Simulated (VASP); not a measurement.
# Si8O15 (a cell with a defect) in VASP: notebook, part 2 of 3

VASP 6.6.1. The steps go on from the part before.

## (3) Single point, PBE+D3(BJ)

Contents of INCAR:

```
SYSTEM = Si8O15
ALGO     = Normal         ! electronic algorithm
EDIFF    = 1E-6           ! SCF threshold, eV
ENCUT    = 520            ! plane-wave cutoff, eV
GGA      = PE             ! functional
ISIF     = 2              ! what is computed and relaxed
ISMEAR   = 0              ! smearing method
IVDW     = 12             ! dispersion correction
LASPH    = .TRUE.         ! aspherical terms in the spheres
LCHARG   = .TRUE.         ! write CHGCAR
LELF     = .TRUE.         ! ELF
LREAL    = Auto         
LVHAR    = .TRUE.       
LWAVE    = .FALSE.        ! write WAVECAR
NBANDS   = 78             ! bands
NELECT   = 120.0        
NELM     = 60             ! most SCF steps
PREC     = Accurate       ! precision mode
SIGMA    = 0.02           ! smearing width, eV
```

Contents of KPOINTS:

```
k-points
0
G
  2 2 2
  0 0 0
```

Contents of POSCAR:

```
Si8O15
1.0
   -4.1929000000     -4.1929000000      0.0000000000
    4.1929000000     -4.1929000000      0.0000000000
    0.0000000000      0.0000000000      5.3408000000
Si O
8 15
Direct
    0.4781186053      0.5011167688      0.0010717496
    0.0048675141      0.5010966157      0.2798078939
    0.5040996685      0.5011124759      0.5010717496
    0.0048621479      0.5011038899      0.7223335455
    0.0017963701      0.0011035322      0.0010730602
    0.5025088841      0.0011131913      0.2496120431
   -0.0007915762      0.0011106871      0.5010710006
    0.5025109113      0.0011142646      0.7525314560
    0.0902204918      0.5011320327      0.0010575195
   -0.0022120728      0.1991681175      0.2563089799
   -0.0022135038      0.8030608886      0.2563145971
    0.2058241313      0.5011135491      0.5010745581
   -0.0022138615      0.1991703833      0.7458356426
    0.8009530397      0.5011145031      0.5010681920
   -0.0022157695      0.8030583844      0.7458298382
    0.6972914928      0.0011148608      0.0010732475
    0.5035269145      0.6891905364      0.2403587478
    0.3062306518      0.0011141453      0.0010710006
    0.5035260798      0.3130400200      0.2403561264
    0.6921103532      0.0011186768      0.5010708134
    0.5035312075      0.6891902979      0.7617849386
    0.3093268382      0.0011170073      0.5010728730
    0.5035302535      0.3130406163      0.7617873727
```

Potentials or basis: VASP PAW PBE potentials, release 64 (Si, O).

Command:

```bash
$ cat potpaw_PBE.64/Si/POTCAR potpaw_PBE.64/O/POTCAR > POTCAR
$ mpirun -np 1 vasp_std > vasp.out
```

OUTCAR:

```text
SYSTEM = Si8O15
   EDIFF = 1E-6
   ENCUT = 520
   GGA = PE
   ISIF = 2
   ISMEAR = 0
   IVDW = 12
   LASPH = .TRUE.
   LREAL = Auto
   NELECT = 120.0
   NELM = 60
   PREC = Accurate
 IVDW          = 12

 ion  position               nearest neighbor table
   1  0.478  0.501  0.001-  17 1.70  23 1.70  21 1.70  19 1.70   9 2.30   3 2.67   3 2.67
   2  0.005  0.501  0.280-   9 1.57  12 1.68  14 1.69  10 1.80  11 1.80   4 2.36   4 2.98
   3  0.504  0.501  0.501-  14 1.76  12 1.77  23 1.78  19 1.78  21 1.78  17 1.78   1 2.67   1 2.67

   4  0.005  0.501  0.722-   9 1.57  12 1.68  14 1.69  13 1.80  15 1.80   2 2.36   2 2.98
   5  0.002  0.001  0.001-  11 1.80  15 1.80  10 1.80  13 1.80  18 1.81  16 1.81   7 2.67   7 2.67
[... 8 lines left out ...]
  10  0.998  0.199  0.256-   7 1.76   2 1.80   5 1.80
  11  0.998  0.803  0.256-   7 1.76   2 1.80   5 1.80
  12  0.206  0.501  0.501-   4 1.68   2 1.68   3 1.77
  13  0.998  0.199  0.746-   7 1.76   4 1.80   5 1.80
  14  0.801  0.501  0.501-   4 1.69   2 1.69   3 1.76
  15  0.998  0.803  0.746-   7 1.76   4 1.80   5 1.80
  16  0.697  0.001  0.001-   6 1.76   8 1.76   5 1.81
  17  0.504  0.689  0.240-   1 1.70   3 1.78   6 1.85
[... 225 lines left out ...]
  band No.  band energies     occupation
      1     -14.8948      2.00000
      2     -13.4502      2.00000
      3     -13.0409      2.00000
      4     -12.5325      2.00000
      5     -12.3585      2.00000
      6     -12.2971      2.00000
[... 589 lines left out ...]
     71      17.2148      0.00000
     72      17.5365      0.00000
 [bands above 72 left out]

------------------------ aborting loop because EDIFF is reached ----------------------------------------

 Edisp (eV)   -5.43610

 E8    (eV) :    -1.8838

  FORCE on cell =-STRESS in cart. coord.  units (eV):
  Direction    XX          YY          ZZ          XY          YZ          ZX
  --------------------------------------------------------------------------------------
  -------------------------------------------------------------------------------------
  Total     -22.67134   -22.67357    -4.09780     2.84630    -0.00064     0.00002
  in kB    -193.42938  -193.44843   -34.96201    24.28434    -0.00545     0.00021
  external pressure =     -140.61 kB  Pullay stress =        0.00 kB

 VOLUME and BASIS-vectors are now :
 -----------------------------------------------------------------------------
  energy-cutoff  :      520.00
  volume of cell :      187.79
      direct lattice vectors                 reciprocal lattice vectors
    -4.192900000 -4.192900000  0.000000000    -0.119249207 -0.119249207  0.000000000
     4.192900000 -4.192900000  0.000000000     0.119249207 -0.119249207  0.000000000
     0.000000000  0.000000000  5.340800000     0.000000000  0.000000000  0.187237867

 POSITION                                       TOTAL-FORCE (eV/Angst)
 -----------------------------------------------------------------------------------
      0.09643     -4.10584      0.00572         0.792928      0.790964      0.001070
      2.08064     -2.12146      1.49440        -0.058531     -0.058252     -0.239858
     -0.01252     -4.21475      2.67612         0.002117      0.003099     -0.000541
      2.08069     -2.12146      3.85784        -0.058880     -0.057823      0.235762
     -0.00291     -0.01216      0.00573         0.082849      0.081724     -0.000511
     -2.10230     -2.11164      1.33313         0.059073      0.060409     -0.024681
[... 15 lines left out ...]
     -1.29229     -1.30166      2.67613         0.165329      0.162963      0.002657
     -0.79870     -3.42380      4.06855        -0.007647      0.063503     -0.041638
 -----------------------------------------------------------------------------------
    total drift:                                0.025770      0.003839      0.019909

  FREE ENERGIE OF THE ION-ELECTRON SYSTEM (eV)
  ---------------------------------------------------
  free  energy   TOTEN  =      -197.0181694719 eV

  energy  without entropy=     -197.0181694719  energy(sigma->0) =     -197.01816947
```

OSZICAR:

```text
N       E                     dE             d eps       ncg     rms          rms(c)
DAV:   1     0.637422469428E+03    0.63742E+03   -0.67001E+04  1248   0.150E+03
DAV:   2    -0.171415763761E+03   -0.80884E+03   -0.78715E+03  1496   0.332E+02
DAV:   3    -0.208900734161E+03   -0.37485E+02   -0.37292E+02  1544   0.740E+01
DAV:   4    -0.209278816709E+03   -0.37808E+00   -0.37727E+00  1520   0.828E+00
DAV:   5    -0.209283610210E+03   -0.47935E-02   -0.47898E-02  1496   0.877E-01    0.348E+01
DAV:   6    -0.191713008310E+03    0.17571E+02   -0.64021E+01  1392   0.290E+01    0.161E+01
DAV:   7    -0.191585606879E+03    0.12740E+00   -0.25372E+00  1520   0.591E+00    0.590E+00
DAV:   8    -0.191570150534E+03    0.15456E-01   -0.15997E-01  1504   0.194E+00    0.235E+00
DAV:   9    -0.191580368371E+03   -0.10218E-01   -0.48578E-02  1512   0.117E+00    0.450E-01
DAV:  10    -0.191581711889E+03   -0.13435E-02   -0.65987E-03  1456   0.334E-01    0.259E-01
DAV:  11    -0.191581924747E+03   -0.21286E-03   -0.41964E-04  1456   0.101E-01    0.125E-01
DAV:  12    -0.191582053665E+03   -0.12892E-03   -0.26112E-04  1424   0.746E-02    0.171E-02
DAV:  13    -0.191582063327E+03   -0.96626E-05   -0.19967E-05  1488   0.224E-02    0.150E-02
DAV:  14    -0.191582064436E+03   -0.11086E-05   -0.67011E-06  1424   0.120E-02    0.506E-03
DAV:  15    -0.191582065109E+03   -0.67315E-06   -0.12730E-06   992   0.618E-03
   1 F= -.19701817E+03 E0= -.19701817E+03  d E =-.103769E-33
```

stdout:

```text
POSCAR found type information on POSCAR SiO
 POSCAR found :  2 types and      23 ions
 scaLAPACK will be used
 LDA part: xc-table for (Slater+PW92), standard interpolation
 POSCAR, INCAR and KPOINTS ok, starting setup
 FFT: planning ... GRIDC
 FFT: planning ... GRID_SOFT
 FFT: planning ... GRID
 WAVECAR not read
 entering main loop
 the old and the new charge density differ
 old charge density:   122.00000 new  120.00000
    0.348E+01
```

It took 2.1 min on 1 thread of Intel Xeon Platinum 8559C (Emerald Rapids), shared host; peak memory 0.31 GiB.

What came out:

* Free energy: -197.0182 eV
* Largest force: 3.107 eV/Å
* Dispersion energy per atom: -0.236 eV

Forces on the atoms (eV/Å):
```
Si   0.793  0.791  0.001
Si  -0.059 -0.058 -0.240
Si   0.002  0.003 -0.001
Si  -0.059 -0.058  0.236
Si   0.083  0.082 -0.001
Si   0.059  0.060 -0.025
Si   0.151  0.149  0.002
Si   0.060  0.061  0.027
O   -2.198 -2.197  0.006
O    0.234  0.110 -0.144
O    0.109  0.236 -0.143
O    0.026  0.024  0.001
O    0.234  0.111  0.140
O   -0.011 -0.012 -0.002
O    0.110  0.234  0.140
O    0.046  0.045 -0.001
O    0.063 -0.008  0.042
O    0.100  0.101  0.000
O   -0.007  0.063  0.042
O    0.043  0.044  0.001
O    0.063 -0.008 -0.043
O    0.165  0.163  0.003
O   -0.008  0.064 -0.042
```

Caveat: the k points lie up to 0.59 Å⁻¹ apart; the cell carries a net charge on a neutralising background, which shifts energy and pressure; the cell is charged against a uniform background, so pressure and absolute levels hang on convention.

[end of part 2 of 3]
